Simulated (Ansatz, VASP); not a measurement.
## One calculation of Cu, two programs

```
Cu
1.0
     2.53410    0.00000    0.00000
    -1.26705    2.21654    0.00000
     0.00000    0.00000    4.11257
Cu
2
Direct
  0.33333 0.66667 0.25000
  0.66667 0.33333 0.75000
```

Change from the starting cell: strain +0.0100 x Voigt [0, 1, 0, 0, 0, 0], atoms carried along.

Alike in both runs: task single point; functional PBEsol; k mesh 24 × 24 × 12; occupations gaussian, width 0.15 eV; no spin polarisation.

|  | VASP | Ansatz |
| --- | --- | --- |
| version | VASP 6.6.1 | Ansatz 0.2.0 |
| potentials or method | VASP PAW PBE potentials, release 64 (Cu), cutoff 520 eV | scalar-relativistic, plane waves, PAW |
| valence electrons in the cell | 22 | 38 |

Ansatz gave:

| Property | Result |
| --- | --- |
| gap on the k mesh at the Fermi level (eV) | none |
| pressure (GPa) | -3.1 |
| traceless stress, the component that is largest in VASP (GPa) | 1.86 |
| rms of the force components (eV/Å) | 0.011 |

Question: Estimate VASP's values.

Answer: gap on the k mesh at the Fermi level (eV): none; pressure (GPa): -2.6; traceless stress, the component that is largest in VASP (GPa): 1.85; rms of the force components (eV/Å): 0.011.

VASP's potentials were made for PBE, not for PBEsol. Atom by atom the forces differ by 0.000 eV/Å (rms over components). A gap of «none» marks a metal or a gap that the smearing closes. The functional is the same, so the differences come from potentials, cutoffs and numerics. VASP's potentials hold 22 valence electrons a cell and Ansatz's 38, so a difference there can come from the potentials and not from the codes.
